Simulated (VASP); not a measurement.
Ta16Si: single point with PBE

System: Ta16Si, a slab with vacuum.

```
Ta Si
1.0
     6.63793    0.00000    0.00000
     0.00000    6.63793    0.00000
     0.00000    0.00000   20.29966
Ta Si
16 1
Direct
  0.25000 0.25000 0.19705
  0.25000 0.75000 0.19705
  0.75000 0.25000 0.19705
  0.75000 0.75000 0.19705
  0.00000 0.00000 0.27880
  0.00000 0.50000 0.27880
  0.50000 0.00000 0.27880
  0.50000 0.50000 0.27880
  0.25000 0.25000 0.35991
  0.25000 0.75000 0.35991
  0.75000 0.25000 0.35991
  0.75000 0.75000 0.35991
  0.00000 0.00000 0.43349
  0.00000 0.50000 0.43349
  0.50000 0.00000 0.43349
  0.50000 0.50000 0.43349
  0.12500 0.12500 0.53449
```

```json
{
  "Program": "VASP 6.6.1",
  "Task": "single point",
  "Functional": "PBE",
  "Potentials or basis": "VASP PAW PBE potentials, release 64 (Ta_pv, Si)",
  "Cutoff": "520 eV",
  "k mesh": "4 × 4 × 1",
  "Occupations": "gaussian, width 0.1 eV",
  "Spin": "no spin polarisation"
}
```

```json
{"Largest force": "2.021 eV/Å", "Band gap on the k mesh": "zero (bands 90 and 91 overlap by 0.54 eV)"}
```

Forces in eV/Å, atoms in the order of the input:
```
Ta  -0.001 -0.001  0.910
Ta  -0.035  0.037  0.803
Ta   0.037 -0.035  0.803
Ta   0.054  0.054  0.799
Ta   0.116  0.116 -1.199
Ta   0.050  0.010 -0.753
Ta   0.010  0.050 -0.753
Ta  -0.053 -0.053 -0.739
Ta  -0.107 -0.107 -0.075
Ta   0.285 -0.248 -0.365
Ta  -0.248  0.285 -0.365
Ta  -0.100 -0.100 -0.103
Ta  -1.072 -1.072 -0.434
Ta  -0.034 -0.455  0.787
Ta  -0.455 -0.034  0.787
Ta   0.123  0.123 -0.115
Si   1.429  1.429  0.016
```

Levels at points of the mesh, in eV from the Fermi level:
```tsv
k point	band 88	band 89	band 90	band 91	band 92	band 93
(0.00, 0.00, 0.00)	0.10	0.12	0.16	0.16	0.34	0.35
(0.50, 0.00, 0.00)	-0.38	-0.31	-0.13	-0.02	0.18	0.26
(0.50, 0.50, 0.00)	-0.88	-0.80	-0.62	-0.39	-0.13	-0.12
```

Run time: 27 min on 1 thread of Intel(R) Xeon(R) 6975P-C (Granite Rapids), on a shared host, peak memory 1 GiB.

Caveat: spin-orbit coupling is left out, which moves the levels of the heavy elements.
